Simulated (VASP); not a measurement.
# NaF (I4/mmm) in VASP: a series of runs

The runs below take NaF through single point, with PBE.

Program: VASP 6.6.1. These are calculated values, not measurements. Logs are shortened: lines on timing, memory, paths and dates and some standing lists are left out, and cuts for length are marked.

### Step 1. The cell of the first run

It takes space group I4/mmm (No. 139, tetragonal). Conventional cell: a = 3.378 Å, b = 3.378 Å, c = 4.395 Å, α = 90.00°, β = 90.00°, γ = 90.00°. Within 2.9 Å of Na (site symmetry 4/mmm) lie 6 F at 2.20 to 2.39 Å. F (site symmetry 4/mmm) has 6 Na at 2.20 to 2.39 Å within 2.9 Å.

### Step 2. Single point, PBE

Contents of INCAR:

```
SYSTEM = NaF
PREC = Accurate
ENCUT = 520
EDIFF = 1E-6
ISMEAR = 0
SIGMA = 0.05
LREAL = .FALSE.
LASPH = .TRUE.
NELM = 100
ALGO = Normal
ISIF = 2
LWAVE = .FALSE.
LCHARG = .FALSE.
GGA = PE
NBANDS = 14
```

Contents of KPOINTS:

```
Automatic mesh
0
G
  10 10 10
  0 0 0
```

Contents of POSCAR:

```
NaF
1.0
    0.0000000000      2.3887792430      2.1976769035
    2.3887792430      0.0000000000      2.1976769035
    2.3887792430      2.3887792430      0.0000000000
Na F
1 1
Direct
    0.0000000000      0.0000000000      0.0000000000
    0.5000000000      0.5000000000      0.5000000000
```

Potentials or basis: VASP PAW PBE potentials, release 64 (Na_pv, F).

Command:

```
$ cat potpaw_PBE.64/Na_pv/POTCAR potpaw_PBE.64/F/POTCAR > POTCAR
$ mpirun -np 1 vasp_std > vasp.out
```

OUTCAR:

```text
SYSTEM = NaF
   PREC = Accurate
   ENCUT = 520
   EDIFF = 1E-6
   ISMEAR = 0
   LREAL = .FALSE.
   LASPH = .TRUE.
   NELM = 100
   ISIF = 2
   GGA = PE

 ion  position               nearest neighbor table
   1  0.000  0.000  0.000-   2 2.20   2 2.20
   2  0.500  0.500  0.500-   1 2.20   1 2.20

  LATTYP: Found a body centered tetragonal cell.
 ALAT       =     3.3782440030
 C/A-ratio  =     1.3010764773

  Lattice vectors:

 A1 = (   0.0000000000,  -2.3887792430,  -2.1976769035)
 A2 = (   0.0000000000,   2.3887792430,  -2.1976769035)
 A3 = (   2.3887792430,   0.0000000000,   2.1976769035)

Analysis of symmetry for initial positions (statically):
=====================================================================
 Subroutine PRICEL returns:
 Original cell was already a primitive cell.

 Routine SETGRP: Setting up the symmetry group for a
 body centered tetragonal supercell.

 Subroutine GETGRP returns: Found 16 space group operations
 (whereof 16 operations were pure point group operations)
 out of a pool of 16 trial point group operations.

The static configuration has the point symmetry D_4h.

Analysis of symmetry for dynamics (positions and initial velocities):
=====================================================================
 Subroutine PRICEL returns:
 Original cell was already a primitive cell.

 Routine SETGRP: Setting up the symmetry group for a
 body centered tetragonal supercell.

 Subroutine GETGRP returns: Found 16 space group operations
 (whereof 16 operations were pure point group operations)
 out of a pool of 16 trial point group operations.

The dynamic configuration has the point symmetry D_4h.

 Subroutine INISYM returns: Found 16 space group operations
 (whereof 16 operations are pure point group operations),
 and found     1 'primitive' translations

----------------------------------------------------------------------------------------

                                     Primitive cell

  volume of cell :      25.0811

  direct lattice vectors                    reciprocal lattice vectors
     0.000000000  2.388779243  2.197676904    -0.209311933  0.209311933  0.227512970
     2.388779243  0.000000000  2.197676904     0.209311933 -0.209311933  0.227512970
     2.388779243  2.388779243  0.000000000     0.209311933  0.209311933 -0.227512970

  length of vectors
     3.245928225  3.245928225  3.378244003     0.373343169  0.373343169  0.373343169

  position of ions in fractional coordinates (direct lattice)
     0.000000000  0.000000000  0.000000000
     0.500000000  0.500000000  0.500000000

  ion indices of the primitive-cell ions
   primitive index   ion index
                 1           1
                 2           2

----------------------------------------------------------------------------------------

 KPOINTS: Automatic mesh

Automatic generation of k-mesh.
 Grid dimensions read from file:
 generate k-points for:   10   10   10

 Generating k-lattice:

  Cartesian coordinates                     Fractional coordinates (reciprocal lattice)
    -0.020931193  0.020931193  0.022751297     0.100000000  0.000000000  0.000000000
     0.020931193 -0.020931193  0.022751297     0.000000000  0.100000000  0.000000000
     0.020931193  0.020931193 -0.022751297     0.000000000  0.000000000  0.100000000

  Length of vectors
     0.037334317  0.037334317  0.037334317

  Shift w.r.t. Gamma in fractional coordinates (k-lattice)
     0.000000000  0.000000000  0.000000000

 Subroutine IBZKPT returns following result:
 ===========================================

 Found    102 irreducible k-points:

 Following reciprocal coordinates:
            Coordinates               Weight
  0.000000  0.000000  0.000000      1.000000
  0.100000 -0.000000  0.000000      8.000000
  0.200000 -0.000000  0.000000      8.000000
  0.300000 -0.000000  0.000000      8.000000
  0.400000  0.000000  0.000000      8.000000
  0.500000 -0.000000  0.000000      4.000000
[... 16 lines left out ...]
  0.300000  0.300000  0.000000      2.000000
  0.400000  0.300000  0.000000      8.000000
 [... further k-points ...]
   k-points           NKPTS =    102   k-points in BZ     NKDIM =    102   number of bands    NBANDS=     14
   number of dos      NEDOS =    301   number of ions     NIONS =      2
   total plane-waves  NPLWV =  16128
   dimension x,y,z NGX =    24 NGY =   24 NGZ =   28
   dimension x,y,z NGXF=    48 NGYF=   48 NGZF=   56
   ions per type =               1   1
   NGX,Y,Z   is equivalent  to a cutoff of  12.29, 12.29, 13.78 a.u.
   NGXF,Y,Z  is equivalent  to a cutoff of  24.58, 24.58, 27.56 a.u.
 SYSTEM =  NaF
   PREC   = accura    normal or accurate (medium, high low for compatibility)
   ISTART =      0    job   : 0-new  1-cont  2-samecut
   ICHARG =      2    charge: 1-file 2-atom 10-const
   ISPIN  =      1    spin polarized calculation?
   LNONCOLLINEAR =      F non collinear calculations
   LSORBIT =      F    spin-orbit coupling
   LASPH  =      T    aspherical Exc in radial PAW
   ENCUT  =  520.0 eV  38.22 Ry    6.18 a.u.   6.04  6.04  6.28*2*pi/ulx,y,z
   NELM   =    100;   NELMIN=  2; NELMDL= -5     # of ELM steps
   EDIFF  = 0.1E-05   stopping-criterion for ELM
   LREAL  =      F    real-space projection
   EDIFFG = 0.1E-04   stopping-criterion for IOM
   NSW    =      0    number of steps for IOM
   IBRION =     -1    ionic relax: 0-MD 1-quasi-New 2-CG
   NFREE  =      0    steps in history (QN), initial steepest desc. (CG)
   ISIF   =      2    stress and relaxation
   ISYM   =      2    0-nonsym 1-usesym 2-fastsym
   POTIM  = 0.5000    time-step for ionic-motion
   TEBEG  =    0.0;   TEEND  =   0.0 temperature during run
   PSTRESS=    0.0 pullay stress
   NELECT =      14.0000    total number of electrons
   NUPDOWN=      -1.0000    fix difference up-down
   EMIN   =  10.00;   EMAX   =-10.00  energy-range for DOS
   EFERMI =   0.00;   METHOD = LEGACY
   ISMEAR =     0;   SIGMA  =   0.05  broadening in eV -4-tet -1-fermi 0-gaus
   EFERMI_NEDOS =   21; number of points for ismear=-14 and -15
   IALGO  =     38    algorithm
   IMIX   =      4    mixing-type and parameters
     AMIX     =   0.40;   BMIX     =  1.00
     AMIX_MAG =   1.60;   BMIX_MAG =  1.00
  volume/ion in A,a.u.               =      12.54        84.63
  Fermi-wavevector in a.u.,A,eV,Ry     =   1.347935  2.547227 24.720809  1.816928
  Thomas-Fermi vector in A             =   2.475645
   LORBIT       =      0    0 simple, 1 ext, 2 COOP (PROOUT), +10 PAW based schemes
   GGA     = PE    functional components
   LHFCALC =     F    Hartree Fock is set to
   AEXX    =    0.0000 exact exchange contribution
   IVDW    =     0    specifies the selected vdW correction
   LEPSILON=     F    determine dielectric tensor
   LRPA    =     F    only Hartree local field effects (RPA)
 non-spin polarized calculation
 Gauss-broadening in eV      SIGMA  =   0.05
  energy-cutoff  :      520.00
  volume of cell :       25.08
 maximum number of plane-waves:       708
   NGX = 13   NGY = 13   NGZ = 13

 number of electron      13.9999994 magnetization

 Free energy of the ion-electron system (eV)
  ---------------------------------------------------
  ext. energy  EPLUGINS =         0.00000000
  ---------------------------------------------------
  free energy    TOTEN  =        -8.52940974 eV

  energy without entropy =       -8.52940974  energy(sigma->0) =       -8.52940974

 E-fermi :  -1.8183     XC(G=0):  -9.1066

 val. band max:       -2.1200910702   @ k =   0.0000   0.0000   0.0000
 cond. band min:       4.1213530839   @ k =   0.0000   0.0000   0.0000
 fundamental gap:      6.2414441541
 Fermi energy:        -1.8183451456

 k-point     1 :       0.0000    0.0000    0.0000
  band No.  band energies     occupation
      1     -21.2892      2.00000
      2     -21.0762      2.00000
      3     -21.0762      2.00000
      4     -21.0510      2.00000
      5      -2.1264      2.00000
      6      -2.1201      2.00000
      7      -2.1201      2.00000
      8       4.1214      0.00000
      9      16.6752      0.00000
     10      16.6752      0.00000
     11      17.2442      0.00000
     12      19.7199      0.00000
     13      20.6391      0.00000
     14      23.0961      0.00000

 k-point     2 :       0.1000   -0.0000    0.0000
  band No.  band energies     occupation
      1     -21.4512      2.00000
      2     -21.0783      2.00000
      3     -21.0670      2.00000
      4     -20.8848      2.00000
      5      -2.3170      2.00000
      6      -2.1484      2.00000
      7      -2.1460      2.00000
      8       4.4765      0.00000
      9      15.5685      0.00000
     10      16.7990      0.00000
     11      17.2188      0.00000
     12      20.3161      0.00000
     13      21.1350      0.00000
     14      22.4885      0.00000

 k-point     3 :       0.2000   -0.0000    0.0000
  band No.  band energies     occupation
      1     -21.6561      2.00000
      2     -21.0838      2.00000
      3     -21.0684      2.00000
      4     -20.6427      2.00000
      5      -2.7646      2.00000
      6      -2.2217      2.00000
      7      -2.2034      2.00000
      8       5.3930      0.00000
      9      13.8038      0.00000
     10      17.0675      0.00000
     11      17.6796      0.00000
     12      19.8567      0.00000
     13      21.4960      0.00000
     14      22.4665      0.00000
[... 324 lines left out ...]
 k-point    23 :       0.3000    0.3000    0.0000
  band No.  band energies     occupation
      1     -21.7304      2.00000
      2     -21.1184      2.00000
      3     -21.1184      2.00000
      4     -20.4628      2.00000
      5      -3.1800      2.00000
      6      -2.4587      2.00000
      7      -2.4587      2.00000
      8       7.5679      0.00000
      9      11.8607      0.00000
     10      16.7275      0.00000
     11      16.7897      0.00000
     12      16.7897      0.00000
     13      23.2424      0.00000
     14      24.1189      0.00000

 k-point    24 :       0.4000    0.3000    0.0000
  band No.  band energies     occupation
      1     -21.6613      2.00000
      2     -21.1258      2.00000
      3     -21.1243      2.00000
      4     -20.5303      2.00000
      5      -3.2641      2.00000
      6      -2.5541      2.00000
      7      -2.5185      2.00000
      8       8.6337      0.00000
      9      11.2629      0.00000
     10      15.3786      0.00000
     11      16.8426      0.00000
     12      16.9494      0.00000
     13      23.6682      0.00000
     14      23.7386      0.00000

 [... further k-points ...]

------------------------ aborting loop because EDIFF is reached ----------------------------------------

  FORCE on cell =-STRESS in cart. coord.  units (eV):
  Direction    XX          YY          ZZ          XY          YZ          ZX
  --------------------------------------------------------------------------------------
  -------------------------------------------------------------------------------------
  Total       -0.0498766     -0.0498766      1.2819759      0.0000000     -0.0000000      0.0000000
  in kB       -3.1861149     -3.1861149     81.8925812      0.0000000     -0.0000000      0.0000000
  external PRESSURE =      25.1734505 kB  Pullay stress =       0.0000000 kB

 VOLUME and BASIS-vectors are now :
 -----------------------------------------------------------------------------
  energy-cutoff  :      520.00
  volume of cell :       25.08
      direct lattice vectors                 reciprocal lattice vectors
     0.000000000  2.388779243  2.197676904    -0.209311933  0.209311933  0.227512970
     2.388779243  0.000000000  2.197676904     0.209311933 -0.209311933  0.227512970
     2.388779243  2.388779243  0.000000000     0.209311933  0.209311933 -0.227512970

 POSITION                                       TOTAL-FORCE (eV/Angst)
 -----------------------------------------------------------------------------------
      0.00000      0.00000      0.00000         0.000000      0.000000      0.000000
      2.38878      2.38878      2.19768        -0.000000     -0.000000     -0.000000
 -----------------------------------------------------------------------------------
    total drift:                                0.000000     -0.000000      0.000000

  FREE ENERGIE OF THE ION-ELECTRON SYSTEM (eV)
  ---------------------------------------------------
  free  energy   TOTEN  =        -8.5294097373 eV

  energy  without entropy=       -8.5294097373  energy(sigma->0) =       -8.52940974
```

Run time: 54 s. Hardware: 1 thread of AMD EPYC 7R13, shared host; peak memory 0.13 GiB.

Results:

| Item | Value |
| --- | --- |
| Free energy | -8.5294 eV |
| Pressure | 2.5 GPa |
| Band gap on the k mesh | 6.24 eV |

Stress tensor (GPa, compression positive):
```
-0.32  0.00  0.00
 0.00 -0.32  0.00
 0.00  0.00  8.19
```

 A k mesh can miss the band edges.

### Step 3. Single point, PBE

This run uses another cell than the first one, of the same volume but with other edges.

Contents of INCAR:

```
ALGO = Normal
EDIFF = 1E-6
ENCUT = 520
GGA = PE
ISIF = 2
ISMEAR = 0
LASPH = True
LCHARG = False
LREAL = False
LWAVE = False
NBANDS = 14
NELM = 60
PREC = Accurate
SIGMA = 0.05
```

Contents of KPOINTS:

```
k-points
0
Gamma
  10 10 10
```

Contents of POSCAR:

```
NaF
1.0
    0.0000000000      2.2506487970      2.4757136767
    2.2506487970      0.0000000000      2.4757136767
    2.2506487970      2.2506487970      0.0000000000
Na F
1 1
Direct
    0.0000000000      0.0000000000      0.0000000000
    0.5000000000      0.5000000000      0.5000000000
```

Potentials or basis: VASP PAW PBE potentials, release 64 (Na_pv, F).

Command:

```
$ cat potpaw_PBE.64/Na_pv/POTCAR potpaw_PBE.64/F/POTCAR > POTCAR
$ mpirun -np 1 vasp_std > vasp.out
```

Run time: 63 s. Hardware: 1 thread of AMD EPYC 7R13, shared host; peak memory 0.13 GiB.

Results (log left out):

| Item | Value |
| --- | --- |
| Free energy | -8.5274 eV |
| Pressure | 2.6 GPa |
| Band gap on the k mesh | 6.24 eV |

Stress tensor (GPa, compression positive):
```
 5.02  0.00  0.00
 0.00  5.02  0.00
 0.00  0.00 -2.09
```

Levels at points of the mesh, in eV from the valence-band top:
```
           k point  band 3  band 4  band 5  band 6  band 7  band 8  band 9  band 10  band 11  band 12
(0.00, 0.00, 0.00)  -18.93  -18.93   -0.01    0.00    0.00    6.24   18.55    19.23    19.23    21.86
(0.50, 0.00, 0.00)  -18.93  -18.12   -1.58   -0.30   -0.22   10.72   12.38    19.26    20.98    22.08
(0.50, 0.50, 0.00)  -18.96  -18.96   -1.34   -0.30   -0.30   12.25   13.35    13.91    20.45    20.45
(0.50, 0.00, 0.50)  -19.01  -18.91   -1.21   -0.52   -0.37   13.05   13.52    13.65    18.87    19.82
```

(Continued in part 2 of 2.)
